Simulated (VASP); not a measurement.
# MoS2 (P6_3/mmc) in VASP: notebook

MoS2 is run at these levels: PBEsol; tasks: single point.

All numbers are computed with VASP 6.6.1; they aren't measurements. Logs are shortened: lines on timing, memory, paths and dates and some standing lists are left out, and cuts for length are marked.

## 1. The cell of the first run

The structure is hexagonal, space group P6_3/mmc (No. 194). Conventional cell: a = 3.141 Å, b = 3.141 Å, c = 11.830 Å, α = 90.00°, β = 90.00°, γ = 120.00°. Mo (site symmetry -6m2) has 6 S at 2.39 Å and 6 Mo at 3.14 Å within 3.2 Å. S (site symmetry 3m) has 3 Mo at 2.39 Å and 7 S at 3.11 to 3.14 Å within 3.2 Å.

## 2. Single point, PBEsol (strain along c alone, the other axes held: -6.0 %, then relaxed in part)

The input, INCAR:

```
SYSTEM = MoS2
PREC = Accurate ; ENCUT = 520
EDIFF = 1E-6 ; ISMEAR = 0
SIGMA = 0.02 ; LREAL = .False.
LASPH = .True. ; NELM = 80
ALGO = Normal ; ISIF = 2
LWAVE = .False. ; LCHARG = .False.
GGA = PS ; NBANDS = 35
```

The input, KPOINTS:

```
regular mesh
0
Gamma
  12 12 2
  0 0 0
```

The input, POSCAR:

```
MoS2
1.0
    3.1413882571      0.0000000000      0.0000000000
   -1.5706941286      2.7205220338      0.0000000000
    0.0000000000      0.0000000000     11.8299833588
Mo S
2 4
Direct
    0.6666666667      0.3333333333      0.2500000000
    0.3333333333      0.6666666667      0.7500000000
    0.6666666667      0.3333333333      0.6186817811
    0.3333333333      0.6666666667      0.3813182189
    0.6666666667      0.3333333333      0.8813182189
    0.3333333333      0.6666666667      0.1186817811
```

Potentials or basis: VASP PAW PBE potentials, release 64 (Mo_sv, S).

Launch:

```sh
$ cat potpaw_PBE.64/Mo_sv/POTCAR potpaw_PBE.64/S/POTCAR > POTCAR
$ mpirun -np 1 vasp_std > vasp.out
```

OUTCAR:

```text
SYSTEM = MoS2
   PREC = Accurate
   ENCUT = 520
   EDIFF = 1E-6
   ISMEAR = 0
   LREAL = .False.
   LASPH = .True.
   NELM = 80
   ISIF = 2
   GGA = PS

 ion  position               nearest neighbor table
   1  0.667  0.333  0.250-   4 2.39   6 2.39   4 2.39   6 2.39   4 2.39   6 2.39
   2  0.333  0.667  0.750-   3 2.39   5 2.39   3 2.39   5 2.39   3 2.39   5 2.39
   3  0.667  0.333  0.619-   2 2.39   2 2.39   2 2.39
   4  0.333  0.667  0.381-   1 2.39   1 2.39   1 2.39
   5  0.667  0.333  0.881-   2 2.39   2 2.39   2 2.39
   6  0.333  0.667  0.119-   1 2.39   1 2.39   1 2.39

  LATTYP: Found a hexagonal cell.
 ALAT       =     3.1413882571
 C/A-ratio  =     3.7658456678

  Lattice vectors:

 A1 = (   3.1413882571,   0.0000000000,   0.0000000000)
 A2 = (  -1.5706941286,   2.7205220338,   0.0000000000)
 A3 = (   0.0000000000,   0.0000000000,  11.8299833588)

Analysis of symmetry for initial positions (statically):
=====================================================================
 Subroutine PRICEL returns:
 Original cell was already a primitive cell.

 Routine SETGRP: Setting up the symmetry group for a
 hexagonal supercell.

 Subroutine GETGRP returns: Found 24 space group operations
 (whereof 12 operations were pure point group operations)
 out of a pool of 24 trial point group operations.

The static configuration has the point symmetry D_3d.
 The point group associated with its full space group is D_6h.

Analysis of symmetry for dynamics (positions and initial velocities):
=====================================================================
 Subroutine PRICEL returns:
 Original cell was already a primitive cell.

 Routine SETGRP: Setting up the symmetry group for a
 hexagonal supercell.

 Subroutine GETGRP returns: Found 24 space group operations
 (whereof 12 operations were pure point group operations)
 out of a pool of 24 trial point group operations.

The dynamic configuration has the point symmetry D_3d.
 The point group associated with its full space group is D_6h.

 Subroutine INISYM returns: Found 24 space group operations
 (whereof 12 operations are pure point group operations),
 and found     1 'primitive' translations

----------------------------------------------------------------------------------------

                                     Primitive cell

  volume of cell :     101.1016

  direct lattice vectors                    reciprocal lattice vectors
     3.141388257  0.000000000  0.000000000     0.318330597  0.183788256  0.000000000
    -1.570694129  2.720522034  0.000000000     0.000000000  0.367576512  0.000000000
     0.000000000  0.000000000 11.829983359     0.000000000  0.000000000  0.084530973

  length of vectors
     3.141388257  3.141388257 11.829983359     0.367576512  0.367576512  0.084530973

  position of ions in fractional coordinates (direct lattice)
     0.666666667  0.333333333  0.250000000
     0.333333333  0.666666667  0.750000000
     0.666666667  0.333333333  0.618681781
     0.333333333  0.666666667  0.381318219
     0.666666667  0.333333333  0.881318219
     0.333333333  0.666666667  0.118681781

  ion indices of the primitive-cell ions
   primitive index   ion index
                 1           1
                 2           2
                 3           3
                 4           4
                 5           5
                 6           6

----------------------------------------------------------------------------------------

 KPOINTS: regular mesh

Automatic generation of k-mesh.
 Grid dimensions read from file:
 generate k-points for:   12   12    2

 Generating k-lattice:

  Cartesian coordinates                     Fractional coordinates (reciprocal lattice)
     0.026527550  0.015315688  0.000000000     0.083333333  0.000000000  0.000000000
     0.000000000  0.030631376  0.000000000     0.000000000  0.083333333  0.000000000
     0.000000000  0.000000000  0.042265486     0.000000000  0.000000000  0.500000000

  Length of vectors
     0.030631376  0.030631376  0.042265486

  Shift w.r.t. Gamma in fractional coordinates (k-lattice)
     0.000000000  0.000000000  0.000000000

 Subroutine IBZKPT returns following result:
 ===========================================

 Found     38 irreducible k-points:

 Following reciprocal coordinates:
            Coordinates               Weight
  0.000000  0.000000  0.000000      1.000000
  0.083333  0.000000  0.000000      6.000000
  0.166667 -0.000000  0.000000      6.000000
  0.250000 -0.000000  0.000000      6.000000
  0.333333 -0.000000  0.000000      6.000000
  0.416667 -0.000000  0.000000      6.000000
[... 16 lines left out ...]
  0.250000 -0.000000  0.500000      6.000000
  0.333333 -0.000000  0.500000      6.000000
 [... further k-points ...]
   k-points           NKPTS =     38   k-points in BZ     NKDIM =     38   number of bands    NBANDS=     35
   number of dos      NEDOS =    301   number of ions     NIONS =      6
   total plane-waves  NPLWV =  51840
   dimension x,y,z NGX =    24 NGY =   24 NGZ =   90
   dimension x,y,z NGXF=    48 NGYF=   48 NGZF=  180
   ions per type =               2   4
   NGX,Y,Z   is equivalent  to a cutoff of  12.70, 12.70, 12.65 a.u.
   NGXF,Y,Z  is equivalent  to a cutoff of  25.40, 25.40, 25.30 a.u.
 SYSTEM =  MoS2
   PREC   = accura    normal or accurate (medium, high low for compatibility)
   ISTART =      0    job   : 0-new  1-cont  2-samecut
   ICHARG =      2    charge: 1-file 2-atom 10-const
   ISPIN  =      1    spin polarized calculation?
   LNONCOLLINEAR =      F non collinear calculations
   LSORBIT =      F    spin-orbit coupling
   LASPH  =      T    aspherical Exc in radial PAW
   ENCUT  =  520.0 eV  38.22 Ry    6.18 a.u.   5.84  5.84 22.00*2*pi/ulx,y,z
   NELM   =     80;   NELMIN=  2; NELMDL= -5     # of ELM steps
   EDIFF  = 0.1E-05   stopping-criterion for ELM
   LREAL  =      F    real-space projection
   EDIFFG = 0.1E-04   stopping-criterion for IOM
   NSW    =      0    number of steps for IOM
   IBRION =     -1    ionic relax: 0-MD 1-quasi-New 2-CG
   NFREE  =      0    steps in history (QN), initial steepest desc. (CG)
   ISIF   =      2    stress and relaxation
   ISYM   =      2    0-nonsym 1-usesym 2-fastsym
   POTIM  = 0.5000    time-step for ionic-motion
   TEBEG  =    0.0;   TEEND  =   0.0 temperature during run
   PSTRESS=    0.0 pullay stress
   NELECT =      52.0000    total number of electrons
   NUPDOWN=      -1.0000    fix difference up-down
   EMIN   =  10.00;   EMAX   =-10.00  energy-range for DOS
   EFERMI =   0.00;   METHOD = LEGACY
   ISMEAR =     0;   SIGMA  =   0.02  broadening in eV -4-tet -1-fermi 0-gaus
   EFERMI_NEDOS =   21; number of points for ismear=-14 and -15
   IALGO  =     38    algorithm
   IMIX   =      4    mixing-type and parameters
     AMIX     =   0.40;   BMIX     =  1.00
     AMIX_MAG =   1.60;   BMIX_MAG =  1.00
  volume/ion in A,a.u.               =      16.85       113.71
  Fermi-wavevector in a.u.,A,eV,Ry     =   1.311666  2.478689 23.408386  1.720468
  Thomas-Fermi vector in A             =   2.442112
   LORBIT       =      0    0 simple, 1 ext, 2 COOP (PROOUT), +10 PAW based schemes
   GGA     = PS    functional components
   LHFCALC =     F    Hartree Fock is set to
   AEXX    =    0.0000 exact exchange contribution
   IVDW    =     0    specifies the selected vdW correction
   LEPSILON=     F    determine dielectric tensor
   LRPA    =     F    only Hartree local field effects (RPA)
 non-spin polarized calculation
 Gauss-broadening in eV      SIGMA  =   0.02
  energy-cutoff  :      520.00
  volume of cell :      101.10
 maximum number of plane-waves:      2744
 NGX is ok and might be reduce to    24
   NGX = 11   NGY = 11   NGZ = 43

 number of electron      51.9999999 magnetization

 Free energy of the ion-electron system (eV)
  ---------------------------------------------------
  ext. energy  EPLUGINS =         0.00000000
  ---------------------------------------------------
  free energy    TOTEN  =       -46.85825338 eV

  energy without entropy =      -46.85825338  energy(sigma->0) =      -46.85825338

 E-fermi :   8.5670     XC(G=0): -11.3506

 val. band max:        8.3532747345   @ k =   0.0000   0.0000   0.0000
 cond. band min:       8.9895629776   @ k =   0.1667   0.1667   0.0000
 fundamental gap:      0.6362882432
 Fermi energy:         8.5669713249

 k-point     1 :       0.0000    0.0000    0.0000
  band No.  band energies     occupation
      1     -53.2035      2.00000
      2     -53.2035      2.00000
      3     -27.4156      2.00000
      4     -27.4154      2.00000
      5     -27.1575      2.00000
      6     -27.1575      2.00000
[... 27 lines left out ...]
     34      10.7739      0.00000
     35      13.7996      0.00000

 k-point     2 :       0.0833    0.0000    0.0000
  band No.  band energies     occupation
      1     -53.2005      2.00000
      2     -53.2005      2.00000
      3     -27.4096      2.00000
      4     -27.4095      2.00000
      5     -27.1875      2.00000
      6     -27.1875      2.00000
[... 27 lines left out ...]
     34      10.6658      0.00000
     35      14.3144      0.00000

 k-point     3 :       0.1667   -0.0000    0.0000
  band No.  band energies     occupation
      1     -53.1921      2.00000
      2     -53.1921      2.00000
      3     -27.3934      2.00000
      4     -27.3932      2.00000
      5     -27.2686      2.00000
      6     -27.2686      2.00000
[... 27 lines left out ...]
     34      11.0835      0.00000
     35      15.3809      0.00000

 k-point     4 :       0.2500   -0.0000    0.0000
  band No.  band energies     occupation
      1     -53.1808      2.00000
      2     -53.1808      2.00000
      3     -27.3779      2.00000
      4     -27.3779      2.00000
      5     -27.3712      2.00000
      6     -27.3710      2.00000
[... 27 lines left out ...]
     34      11.6003      0.00000
     35      15.6232      0.00000

 k-point     5 :       0.3333   -0.0000    0.0000
  band No.  band energies     occupation
      1     -53.1694      2.00000
      2     -53.1694      2.00000
      3     -27.4853      2.00000
      4     -27.4853      2.00000
      5     -27.3488      2.00000
      6     -27.3487      2.00000
[... 638 lines left out ...]
 k-point    22 :       0.1667   -0.0000    0.5000
  band No.  band energies     occupation
      1     -53.1921      2.00000
      2     -53.1921      2.00000
      3     -27.3933      2.00000
      4     -27.3933      2.00000
      5     -27.2686      2.00000
      6     -27.2686      2.00000
[... 27 lines left out ...]
     34      11.0042      0.00000
     35      15.4394      0.00000

 k-point    23 :       0.2500   -0.0000    0.5000
  band No.  band energies     occupation
      1     -53.1808      2.00000
      2     -53.1808      2.00000
      3     -27.3779      2.00000
      4     -27.3779      2.00000
      5     -27.3711      2.00000
      6     -27.3711      2.00000
[... 27 lines left out ...]
     34      11.4386      0.00000
     35      15.4991      0.00000

 k-point    24 :       0.3333   -0.0000    0.5000
  band No.  band energies     occupation
      1     -53.1694      2.00000
      2     -53.1694      2.00000
      3     -27.4853      2.00000
      4     -27.4853      2.00000
      5     -27.3488      2.00000
      6     -27.3488      2.00000
[... 27 lines left out ...]
     34      11.7437      0.00000
     35      14.7127      0.00000

 [... further k-points ...]

------------------------ aborting loop because EDIFF is reached ----------------------------------------

  FORCE on cell =-STRESS in cart. coord.  units (eV):
  Direction    XX          YY          ZZ          XY          YZ          ZX
  --------------------------------------------------------------------------------------
  -------------------------------------------------------------------------------------
  Total        0.3606707      0.3606707      1.8183370     -0.0000000     -0.0000000      0.0000000
  in kB        5.7156219      5.7156219     28.8155530     -0.0000000     -0.0000000      0.0000000
  external PRESSURE =      13.4155989 kB  Pullay stress =       0.0000000 kB

 VOLUME and BASIS-vectors are now :
 -----------------------------------------------------------------------------
  energy-cutoff  :      520.00
  volume of cell :      101.10
      direct lattice vectors                 reciprocal lattice vectors
     3.141388257  0.000000000  0.000000000     0.318330597  0.183788256  0.000000000
    -1.570694129  2.720522034  0.000000000     0.000000000  0.367576512  0.000000000
     0.000000000  0.000000000 11.829983359     0.000000000  0.000000000  0.084530973

 POSITION                                       TOTAL-FORCE (eV/Angst)
 -----------------------------------------------------------------------------------
      1.57069      0.90684      2.95750         0.000000     -0.000000      0.000000
     -0.00000      1.81368      8.87249        -0.000000      0.000000      0.000000
      1.57069      0.90684      7.31900         0.000000      0.000000     -0.000275
     -0.00000      1.81368      4.51099        -0.000000      0.000000      0.000275
      1.57069      0.90684     10.42598         0.000000     -0.000000      0.000275
     -0.00000      1.81368      1.40400        -0.000000      0.000000     -0.000275
 -----------------------------------------------------------------------------------
    total drift:                               -0.000000      0.000000     -0.000000

  FREE ENERGIE OF THE ION-ELECTRON SYSTEM (eV)
  ---------------------------------------------------
  free  energy   TOTEN  =       -46.8582533772 eV

  energy  without entropy=      -46.8582533772  energy(sigma->0) =      -46.85825338
```

It took 66 s on 1 thread of AMD EPYC 9R45 (Zen 5), shared host; peak memory 0.24 GiB.

What came out:

* Free energy: -46.8583 eV
* Pressure: 1.3 GPa
* Band gap on the k mesh: 0.64 eV, indirect (least direct gap 1.69 eV)

Stress tensor (GPa, compression positive):
```
0.57 0.00 0.00
0.00 0.57 0.00
0.00 0.00 2.88
```

Levels at points of the mesh, in eV from the valence-band top:
```
           k point  band 22  band 23  band 24  band 25  band 26  band 27  band 28  band 29  band 30  band 31
(0.00, 0.00, 0.00)    -2.32    -2.32    -1.43    -1.01     0.00     1.98     1.98     2.02     2.02     2.13
(0.50, 0.00, 0.00)    -2.64    -1.97    -1.69    -1.64    -1.48     1.50     1.57     1.87     2.23     2.69
(0.00, 0.00, 0.50)    -2.36    -2.36    -2.36    -0.26    -0.26     1.98     1.98     1.98     1.98     2.29
(0.50, 0.00, 0.50)    -2.87    -1.81    -1.81    -1.56    -1.56     1.53     1.53     2.07     2.07     3.12
```

Caveat: the cell differs from its parent crystal (strain along c alone, the other axes held: -6.0 %, then relaxed in part); the PAW data sets were made with another functional, which shifts forces and pressure a little. A k mesh can miss the band edges.

## 3. Single point, PBEsol (strain along c alone, the other axes held: -4.0 %, then relaxed in part)

The input, INCAR:

```
PREC = Accurate
ENCUT = 520
EDIFF = 1E-7
ISMEAR = 0
SIGMA = 0.02
LREAL = F
LASPH = T
NELM = 80
ALGO = Normal
ISIF = 2
LWAVE = F
LCHARG = F
GGA = PS
NBANDS = 35
```

The input, KPOINTS:

```
Automatic mesh
0
Gamma
  12 12 2
```

The input, POSCAR:

```
MoS2
1.0
    3.1413882571      0.0000000000      0.0000000000
   -1.5706941286      2.7205220338      0.0000000000
    0.0000000000      0.0000000000     12.0816851324
Mo S
2 4
Direct
    0.6666666667      0.3333333333      0.2500000000
    0.3333333333      0.6666666667      0.7500000000
    0.6666666667      0.3333333333      0.6211892313
    0.3333333333      0.6666666667      0.3788107687
    0.6666666667      0.3333333333      0.8788107687
    0.3333333333      0.6666666667      0.1211892313
```

Potentials or basis: VASP PAW PBE potentials, release 64 (Mo_sv, S).

Launch:

```sh
$ cat potpaw_PBE.64/Mo_sv/POTCAR potpaw_PBE.64/S/POTCAR > POTCAR
$ mpirun -np 1 vasp_std > vasp.out
```

Wall time 82 s (1 thread of AMD EPYC 9R45 (Zen 5), shared host); peak memory 0.24 GiB.

Results (log left out):

```yaml
Free_energy: -46.8880 eV
Pressure: 0.7 GPa
Band_gap_on_the_k_mesh: 0.76 eV, indirect (least direct gap 1.71 eV)
```

Stress tensor (GPa, compression positive):
```
0.31 0.00 0.00
0.00 0.31 0.00
0.00 0.00 1.48
```

Levels at points of the mesh, in eV from the valence-band top:
```csv
k point,band 24,band 25,band 26,band 27,band 28,band 29
"(0.00, 0.00, 0.00)",-1.33,-1.13,0.00,2.10,2.10,2.13
"(0.50, 0.00, 0.00)",-1.56,-1.55,-1.39,1.61,1.67,1.99
"(0.00, 0.00, 0.50)",-2.24,-0.28,-0.28,2.10,2.10,2.10
"(0.50, 0.00, 0.50)",-1.68,-1.45,-1.45,1.63,1.63,2.16
```

Caveat: the cell differs from its parent crystal (strain along c alone, the other axes held: -4.0 %, then relaxed in part); the PAW data sets were made with another functional, which shifts forces and pressure a little; this functional lacks dispersion, which binds the layers, so the pressure and a relaxed spacing across them are unreliable. A k mesh can miss the band edges.

(Part 1 of 2 ends here.)
